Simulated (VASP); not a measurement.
A run of VASP 6.6.1 is set up as follows.

The input INCAR:

```
PREC     = Accurate       # precision mode
ENCUT    = 520            # plane-wave cutoff, eV
EDIFF    = 1E-6           # SCF threshold, eV
ISMEAR   = -1             # smearing method
SIGMA    = 0.08           # smearing width, eV
LREAL    = F              # projectors in reciprocal space
LASPH    = T              # aspherical terms in the spheres
NELM     = 60             # most SCF steps
ALGO     = Normal         # electronic algorithm
ISIF     = 2              # what is computed and relaxed
LWAVE    = F              # write WAVECAR
LCHARG   = F              # write CHGCAR
GGA      = PE             # functional
NBANDS   = 13             # bands
```

KPOINTS

```
regular mesh
0
Gamma
  15 15 15
```

POSCAR

```
Te
1.0
   -2.9966109720      2.9966109720      1.5230464795
    2.9966109720     -2.9966109720      1.5230464795
    2.9966109720      2.9966109720     -1.5230464795
Te
2
Direct
   -0.3750000000     -0.1250000000     -0.2500000000
    0.3750000000      0.1250000000      0.2500000000
```

Potentials or basis: VASP PAW PBE potentials, release 64 (Te).

Launch:

```console
$ cat potpaw_PBE.64/Te/POTCAR > POTCAR
$ mpirun -np 1 vasp_std > vasp.out
```

(1) Estimate the pressure.

(2) Estimate the band gap on the k mesh.

## Answers

(1) 11.1 GPa.

(2) zero (bands 6 and 7 overlap by 4.49 eV).

Caveat: the cell stands under pressure; spin-orbit coupling is left out, which moves the levels of the heavy elements.
